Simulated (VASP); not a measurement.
Wanted: the native input for a VASP 6.6.1 run.

| Property | Result |
| --- | --- |
| Task | relaxation of cell and atoms |
| Functional | PBE |
| Potentials or basis | VASP PAW PBE potentials, release 64 (Ta_pv, N) |
| Cutoff | 600 eV |
| k mesh | 6 × 6 × 6 |
| Occupations | gaussian, width 0.1 eV |
| Spin | no spin polarisation |
| Dipole correction | no |
| Further INCAR settings | ALGO = Normal; EDIFF = 1e-07; IBRION = 2; EDIFFG = -0.04; NSW = 90; ISIF = 3 |

The structure of TaN lies in POSCAR:

```
TaN
1.0
    0.0000000000      2.1789999000      2.1789999000
    2.1789999000      0.0000000000      2.1789999000
    2.1789999000      2.1789999000      0.0000000000
Ta N
1 1
Direct
    0.5000000000      0.5000000000      0.5000000000
    0.0000000000      0.0000000000      0.0000000000
```

One way to write it, as run:

INCAR

```
SYSTEM = TaN
PREC = Accurate
ENCUT = 600
EDIFF = 1E-7
ISMEAR = 0
SIGMA = 0.1
LREAL = .FALSE.
LASPH = .TRUE.
NELM = 120
ALGO = Normal
ISIF = 3
LWAVE = .FALSE.
LCHARG = .FALSE.
GGA = PE
IBRION = 2
NSW = 90
EDIFFG = -0.04
GGA_COMPAT = .FALSE.
NELMIN = 4
```

KPOINTS

```
Automatic mesh
0
G
  6 6 6
  0 0 0
```

Potentials or basis: VASP PAW PBE potentials, release 64 (Ta_pv, N).

Command:

```bash
$ cat potpaw_PBE.64/Ta_pv/POTCAR potpaw_PBE.64/N/POTCAR > POTCAR
$ mpirun -np 1 vasp_std > vasp.out
```

Results of the run:

```json
{
  "Relaxed volume": "10.83 Å³/atom",
  "Relaxed cell": "a = 3.129 Å, b = 3.129 Å, c = 3.129 Å, α = 60.00°, β = 60.00°, γ = 60.00°",
  "Space group after relaxing (to 0.05 Å)": "Fm-3m (No. 225)",
  "Energy gained by relaxing": "22.3 meV/atom",
  "Ionic steps": "3",
  "Pressure after relaxing": "-0.5 GPa",
  "Band gap on the k mesh": "zero (band 8 reaches 11.18 eV, above the bottom of band 9 at 7.28 eV)"
}
```

Caveat: the k points lie up to 0.41 Å⁻¹ apart in the final cell; spin-orbit coupling is left out, which moves the levels of the heavy elements.

It took 34 s on 1 thread of AMD EPYC 7R13, with other jobs on the host, peak memory 0.14 GiB.
